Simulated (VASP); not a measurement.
# P (P3m1) in VASP: relaxation of cell and atoms with PBE

Aim: the relaxation of cell and atoms of P with PBE.

All numbers are computed with VASP 6.6.1; they aren't measurements. Logs are shortened: lines on timing, memory, paths and dates and some standing lists are left out, and cuts for length are marked.

## Step 1: The cell of the first run

Symmetry: P3m1, No. 156, trigonal system. Conventional cell: a = 3.460 Å, b = 3.460 Å, c = 6.474 Å, α = 90.00°, β = 90.00°, γ = 120.00°. P (site symmetry 3m) has 6 P at 2.14 to 2.85 Å within 2.9 Å. P (site symmetry 3m) has 4 P at 2.14 to 2.80 Å within 2.8 Å. P (site symmetry 3m) has 11 P at 2.80 to 3.68 Å within 3.7 Å.

The cell was generated, and may not be a known phase.

## Step 2: Relaxation of cell and atoms, PBE

INCAR

```
SYSTEM = P
  PREC = Accurate
  ENCUT = 600
  EDIFF = 1E-6
  ISMEAR = 0
  SIGMA = 0.1
  LREAL = .FALSE.
  LASPH = .TRUE.
  NELM = 80
  ALGO = Normal
  ISIF = 3
  LWAVE = .FALSE.
  LCHARG = .FALSE.
  GGA = PE
  IBRION = 2
  NSW = 90
  EDIFFG = -0.04
```

KPOINTS

```
regular mesh
0
G
  6 6 4
  0 0 0
```

POSCAR

```
P
1.0
    3.4599257500      0.0000000000      0.0000000000
   -1.7299628700      2.9963835900      0.0000000000
    0.0000000000      0.0000000000      6.4735731300
P
3
Direct
    0.3333333300      0.6666666700      0.5397331200
    0.0000000000      0.0000000000      0.6581507700
    0.0000000000      0.0000000000      0.2262270900
```

Potentials or basis: VASP PAW PBE potentials, release 64 (P).

The run is started by

```
$ cat potpaw_PBE.64/P/POTCAR > POTCAR
$ mpirun -np 1 vasp_std > vasp.out
```

OUTCAR:

```text
SYSTEM = P
   PREC = Accurate
   ENCUT = 600
   EDIFF = 1E-6
   ISMEAR = 0
   LREAL = .FALSE.
   LASPH = .TRUE.
   NELM = 80
   ISIF = 3
   GGA = PE
   IBRION = 2
   NSW = 90
   EDIFFG = -0.04

 ion  position               nearest neighbor table
   1  0.333  0.667  0.540-   2 2.14   2 2.14   2 2.14   3 2.85   3 2.85   3 2.85
   2  0.000  0.000  0.658-   1 2.14   1 2.14   1 2.14   3 2.80
   3  0.000  0.000  0.226-   2 2.80   1 2.85   1 2.85   1 2.85

  LATTYP: Found a hexagonal cell.
 ALAT       =     3.4599257500
 C/A-ratio  =     1.8710150442

  Lattice vectors:

 A1 = (   3.4599257500,   0.0000000000,   0.0000000000)
 A2 = (  -1.7299628700,   2.9963835900,   0.0000000000)
 A3 = (   0.0000000000,   0.0000000000,   6.4735731300)

Analysis of symmetry for initial positions (statically):
=====================================================================
 Subroutine PRICEL returns:
 Original cell was already a primitive cell.

 Routine SETGRP: Setting up the symmetry group for a
 hexagonal supercell.

 Subroutine GETGRP returns: Found  6 space group operations
 (whereof  6 operations were pure point group operations)
 out of a pool of 24 trial point group operations.

The static configuration has the point symmetry C_3v.

Analysis of symmetry for dynamics (positions and initial velocities):
=====================================================================
 Subroutine PRICEL returns:
 Original cell was already a primitive cell.

 Routine SETGRP: Setting up the symmetry group for a
 hexagonal supercell.

 Subroutine GETGRP returns: Found  6 space group operations
 (whereof  6 operations were pure point group operations)
 out of a pool of 24 trial point group operations.

The dynamic configuration has the point symmetry C_3v.

 Subroutine INISYM returns: Found  6 space group operations
 (whereof  6 operations are pure point group operations),
 and found     1 'primitive' translations

----------------------------------------------------------------------------------------

                                     Primitive cell

  volume of cell :      67.1132

  direct lattice vectors                    reciprocal lattice vectors
     3.459925750  0.000000000  0.000000000     0.289023543  0.166867820  0.000000000
    -1.729962870  2.996383590  0.000000000     0.000000000  0.333735642  0.000000000
     0.000000000  0.000000000  6.473573130     0.000000000  0.000000000  0.154474195

  length of vectors
     3.459925750  3.459925743  6.473573130     0.333735641  0.333735642  0.154474195

  position of ions in fractional coordinates (direct lattice)
     0.333333330  0.666666670  0.539733120
     0.000000000  0.000000000  0.658150770
     0.000000000  0.000000000  0.226227090

  ion indices of the primitive-cell ions
   primitive index   ion index
                 1           1
                 2           2
                 3           3

----------------------------------------------------------------------------------------

 KPOINTS: regular mesh

Automatic generation of k-mesh.
 Grid dimensions read from file:
 generate k-points for:    6    6    4

 Generating k-lattice:

  Cartesian coordinates                     Fractional coordinates (reciprocal lattice)
     0.048170591  0.027811303  0.000000000     0.166666667  0.000000000  0.000000000
     0.000000000  0.055622607  0.000000000     0.000000000  0.166666667  0.000000000
     0.000000000  0.000000000  0.038618549     0.000000000  0.000000000  0.250000000

  Length of vectors
     0.055622607  0.055622607  0.038618549

  Shift w.r.t. Gamma in fractional coordinates (k-lattice)
     0.000000000  0.000000000  0.000000000

 Subroutine IBZKPT returns following result:
 ===========================================

 Found     24 irreducible k-points:

 Following reciprocal coordinates:
            Coordinates               Weight
  0.000000  0.000000  0.000000      1.000000
  0.166667  0.000000  0.000000      6.000000
  0.333333  0.000000  0.000000      6.000000
  0.500000  0.000000  0.000000      3.000000
  0.166667  0.166667  0.000000      6.000000
  0.333333  0.166667  0.000000     12.000000
[... 16 lines left out ...]
  0.333333  0.166667  0.500000     12.000000
  0.333333  0.333333  0.500000      2.000000
   k-points           NKPTS =     24   k-points in BZ     NKDIM =     24   number of bands    NBANDS=     11
   number of dos      NEDOS =    301   number of ions     NIONS =      3
   total plane-waves  NPLWV =  42336
   dimension x,y,z NGX =    28 NGY =   28 NGZ =   54
   dimension x,y,z NGXF=    56 NGYF=   56 NGZF=  108
   ions per type =               3
   NGX,Y,Z   is equivalent  to a cutoff of  13.45, 13.45, 13.87 a.u.
   NGXF,Y,Z  is equivalent  to a cutoff of  26.91, 26.91, 27.74 a.u.
 SYSTEM =  P
   PREC   = accura    normal or accurate (medium, high low for compatibility)
   ISTART =      0    job   : 0-new  1-cont  2-samecut
   ICHARG =      2    charge: 1-file 2-atom 10-const
   ISPIN  =      1    spin polarized calculation?
   LNONCOLLINEAR =      F non collinear calculations
   LSORBIT =      F    spin-orbit coupling
   LASPH  =      T    aspherical Exc in radial PAW
   ENCUT  =  600.0 eV  44.10 Ry    6.64 a.u.   6.91  6.91 12.93*2*pi/ulx,y,z
   NELM   =     80;   NELMIN=  2; NELMDL= -5     # of ELM steps
   EDIFF  = 0.1E-05   stopping-criterion for ELM
   LREAL  =      F    real-space projection
   EDIFFG = -.4E-01   stopping-criterion for IOM
   NSW    =     90    number of steps for IOM
   IBRION =      2    ionic relax: 0-MD 1-quasi-New 2-CG
   NFREE  =      1    steps in history (QN), initial steepest desc. (CG)
   ISIF   =      3    stress and relaxation
   ISYM   =      2    0-nonsym 1-usesym 2-fastsym
   POTIM  = 0.5000    time-step for ionic-motion
   TEBEG  =    0.0;   TEEND  =   0.0 temperature during run
   PSTRESS=    0.0 pullay stress
   NELECT =      15.0000    total number of electrons
   NUPDOWN=      -1.0000    fix difference up-down
   EMIN   =  10.00;   EMAX   =-10.00  energy-range for DOS
   EFERMI =   0.00;   METHOD = LEGACY
   ISMEAR =     0;   SIGMA  =   0.10  broadening in eV -4-tet -1-fermi 0-gaus
   EFERMI_NEDOS =   21; number of points for ismear=-14 and -15
   IALGO  =     38    algorithm
   IMIX   =      4    mixing-type and parameters
     AMIX     =   0.40;   BMIX     =  1.00
     AMIX_MAG =   1.60;   BMIX_MAG =  1.00
  volume/ion in A,a.u.               =      22.37       150.97
  Fermi-wavevector in a.u.,A,eV,Ry     =   0.993503  1.877448 13.429605  0.987048
  Thomas-Fermi vector in A             =   2.125389
   LORBIT       =      0    0 simple, 1 ext, 2 COOP (PROOUT), +10 PAW based schemes
   GGA     = PE    functional components
   LHFCALC =     F    Hartree Fock is set to
   AEXX    =    0.0000 exact exchange contribution
   IVDW    =     0    specifies the selected vdW correction
   LEPSILON=     F    determine dielectric tensor
   LRPA    =     F    only Hartree local field effects (RPA)
 conjugate gradient relaxation of ions
 non-spin polarized calculation
 Gauss-broadening in eV      SIGMA  =   0.10
  energy-cutoff  :      600.00
  volume of cell :       67.11
 maximum number of plane-waves:      2256
   NGX = 13   NGY = 13   NGZ = 25

--------------------------------------- Ionic step        1  -------------------------------------------

 number of electron      15.0000000 magnetization

 Free energy of the ion-electron system (eV)
  ---------------------------------------------------
  ext. energy  EPLUGINS =         0.00000000
  ---------------------------------------------------
  free energy    TOTEN  =       -12.71934521 eV

  energy without entropy =      -12.69807059  energy(sigma->0) =      -12.70870790

------------------------ aborting loop because EDIFF is reached ----------------------------------------

  FORCE on cell =-STRESS in cart. coord.  units (eV):
  Direction    XX          YY          ZZ          XY          YZ          ZX
  --------------------------------------------------------------------------------------
  -------------------------------------------------------------------------------------
  Total        1.9274179      1.9274179     -0.9272371      0.0000000     -0.0000000      0.0000000
  in kB       46.0127545     46.0127543    -22.1356944      0.0000001     -0.0000000      0.0000000
  external PRESSURE =      23.2966048 kB  Pullay stress =       0.0000000 kB
[... 61 lines left out ...]
--------------------------------------- Ionic step        3  -------------------------------------------

 number of electron      14.9999999 magnetization

 E-fermi :   4.1546     XC(G=0):  -8.8665

 val. band max:        4.1521398091   @ k =   0.1667   0.1667   0.2500
 cond. band min:       4.1733695894   @ k =  -0.1667   0.5000   0.2500
 fundamental gap:      0.0212297803
 Fermi energy:         4.1546011628

 k-point     1 :       0.0000    0.0000    0.0000
  band No.  band energies     occupation
      1     -10.5593      2.00000
      2      -6.2656      2.00000
      3      -2.7872      2.00000
      4       1.3874      2.00000
      5       1.3874      2.00000
      6       2.6157      2.00000
      7       3.9472      1.99665
      8       5.2349      0.00000
      9       5.2349      0.00000
     10       5.5662      0.00000
     11       5.5662      0.00000
[... 350 lines left out ...]
  FREE ENERGIE OF THE ION-ELECTRON SYSTEM (eV)
  ---------------------------------------------------
  free  energy   TOTEN  =       -13.3698214990 eV

  energy  without entropy=      -13.3488961996  energy(sigma->0) =      -13.35935885

 E-fermi :   5.8385     XC(G=0):  -9.9513

 val. band max:        5.7888589642   @ k =   0.3333   0.0000   0.2500
 cond. band min:       5.8694293424   @ k =   0.0000   0.0000   0.5000
 fundamental gap:      0.0805703782
 Fermi energy:         5.8385496590

 k-point     1 :       0.0000    0.0000    0.0000
  band No.  band energies     occupation
      1      -8.4921      2.00000
      2      -3.8906      2.00000
      3      -3.5201      2.00000
      4       4.2984      2.00000
      5       4.2984      2.00000
      6       5.5810      1.99973
      7       7.2867      0.00000
      8       7.2867      0.00000
      9       8.1491      0.00000
     10       8.2318      0.00000
     11       8.2318      0.00000
[... 309 lines left out ...]
 k-point    24 :       0.3333    0.3333    0.5000
  band No.  band energies     occupation
      1      -5.4174      2.00000
      2      -4.3359      2.00000
      3      -3.6352      2.00000
      4       0.7721      2.00000
      5       0.8587      2.00000
      6       2.3803      2.00000
      7       3.8160      2.00000
      8       6.1461      0.00001
      9       7.9548      0.00000
     10       8.3259      0.00000
     11       9.9808      0.00000

[... ionic steps 4 to 24 ...]

--------------------------------------- Ionic step       25  -------------------------------------------

 number of electron      14.9999999 magnetization

------------------------ aborting loop because EDIFF is reached ----------------------------------------
[... 69 lines left out ...]
--------------------------------------- Ionic step       27  -------------------------------------------

 number of electron      14.9999999 magnetization

 Free energy of the ion-electron system (eV)
  ---------------------------------------------------
  ext. energy  EPLUGINS =         0.00000000
  ---------------------------------------------------
  free energy    TOTEN  =       -14.69102165 eV

  energy without entropy =      -14.68691524  energy(sigma->0) =      -14.68896844

 E-fermi :   7.3539     XC(G=0): -10.4755

 val. band max:        7.2542491076   @ k =   0.3333   0.0000   0.2500
 cond. band min:       7.4121164131   @ k =   0.1667   0.0000   0.0000
 fundamental gap:      0.1578673056
 Fermi energy:         7.3538861646

 k-point     1 :       0.0000    0.0000    0.0000
  band No.  band energies     occupation
      1      -8.1278      2.00000
      2      -2.9858      2.00000
      3      -2.5797      2.00000
      4       5.6353      2.00000
      5       5.6353      2.00000
      6       7.7875      0.00000
      7       9.0289      0.00000
      8       9.0289      0.00000
      9       9.7930      0.00000
     10       9.7930      0.00000
     11      10.1891      0.00000
[... 350 lines left out ...]
  FREE ENERGIE OF THE ION-ELECTRON SYSTEM (eV)
  ---------------------------------------------------
  free  energy   TOTEN  =       -14.6910216497 eV

  energy  without entropy=      -14.6869152350  energy(sigma->0) =      -14.68896844

 reached required accuracy - stopping structural energy minimisation
```

Wall time 4.3 min (1 thread of Oxide Virtual Turin-like, shared host); peak memory 0.17 GiB.

Results:

```
Free energy                           : -14.6910 eV
Relaxed volume                        : 17.10 Å³/atom
Relaxed cell                          : a = 3.380 Å, b = 3.380 Å, c = 5.186 Å, α = 90.00°, β = 90.00°, γ = 120.00°
Space group after relaxing (to 0.1 Å) : P-6m2 (No. 187)
Energy gained by relaxing             : 657.2 meV/atom
Ionic steps                           : 27
Pressure after relaxing               : 0.0 GPa
Largest force after relaxing          : 0.038 eV/Å
Band gap on the k mesh                : zero (an odd number of electrons rules out a gap without spin polarisation)
```

Forces in eV/Å, atoms in the order of the input:
```
P    0.000  0.000  0.038
P    0.000  0.000 -0.029
P    0.000  0.000 -0.008
```

Stress tensor (GPa, compression positive):
```
-0.03  0.00  0.00
 0.00 -0.03  0.00
 0.00  0.00  0.05
```

The path:
```csv
step,energy change (eV),largest force (eV/Å),pressure (GPa),volume (Å³)
1,0.0000,2.9560,2.33,67.11
2,-0.5635,1.5926,-4.90,70.27
3,-0.6505,0.9628,-7.59,71.82
4,-1.2089,0.5906,-5.39,63.30
5,-1.4138,1.0080,-0.33,57.13
6,-1.4158,1.1677,0.47,56.44
7,-1.5290,1.1898,0.67,54.71
8,-1.6904,1.6383,7.02,49.50
9,-1.7143,0.9710,8.21,49.59
10,-1.7165,0.9756,7.84,49.57
11,-1.7820,0.8569,5.95,50.37
12,-1.8980,0.4572,1.36,52.79
13,-1.8161,0.7249,-5.56,57.80
14,-1.9131,0.5981,-0.81,54.25
15,-1.9132,0.5867,-0.69,54.15
16,-1.9246,0.4971,-0.64,54.03
17,-1.9466,0.2224,-1.15,53.63
18,-1.9483,0.3043,-1.43,53.48
19,-1.9559,0.3044,-0.93,52.80
20,-1.9650,0.2442,1.18,50.81
21,-1.9686,0.1220,1.09,50.53
22,-1.9687,0.0996,1.07,50.48
23,-1.9707,0.0787,0.43,50.90
24,-1.9712,0.0625,-0.09,51.24
25,-1.9715,0.0452,-0.03,51.28
26,-1.9716,0.0425,0.00,51.30
27,-1.9717,0.0376,0.00,51.31
```

Final structure:
```cif
data_structure
_symmetry_space_group_name_H-M 'P 1'
_symmetry_Int_Tables_number 1
_cell_length_a 3.3802
_cell_length_b 3.3802
_cell_length_c 5.1859
_cell_angle_alpha 90.000
_cell_angle_beta 90.000
_cell_angle_gamma 120.000
_cell_volume 51.31
loop_
_atom_site_label
_atom_site_type_symbol
_atom_site_fract_x
_atom_site_fract_y
_atom_site_fract_z
_atom_site_occupancy
P1 P 0.33333 0.66667 0.47260 1
P2 P 0.00000 0.00000 0.76728 1
P3 P 0.00000 0.00000 0.18422 1
```

Levels at points of the mesh, in eV from the Fermi level:
| k point | band 5 | band 6 | band 7 | band 8 | band 9 | band 10 | band 11 |
| --- | --- | --- | --- | --- | --- | --- | --- |
| (0.00, 0.00, 0.00) | -1.72 | 0.43 | 1.68 | 1.68 | 2.44 | 2.44 | 2.84 |
| (0.50, 0.00, 0.00) | -4.75 | -3.70 | -2.65 | 0.78 | 0.87 | 2.39 | 3.95 |
| (0.00, 0.00, 0.50) | -1.23 | -1.23 | 0.29 | 0.29 | 1.92 | 2.89 | 2.89 |
| (0.50, 0.00, 0.50) | -3.23 | -2.56 | -1.31 | -1.20 | 1.21 | 1.46 | 3.11 |

Caveat: the volume moved by over 15 % at a fixed basis, so the end points are rough.

The gap in the log of VASP goes by the Fermi energy; the results here count the filled bands.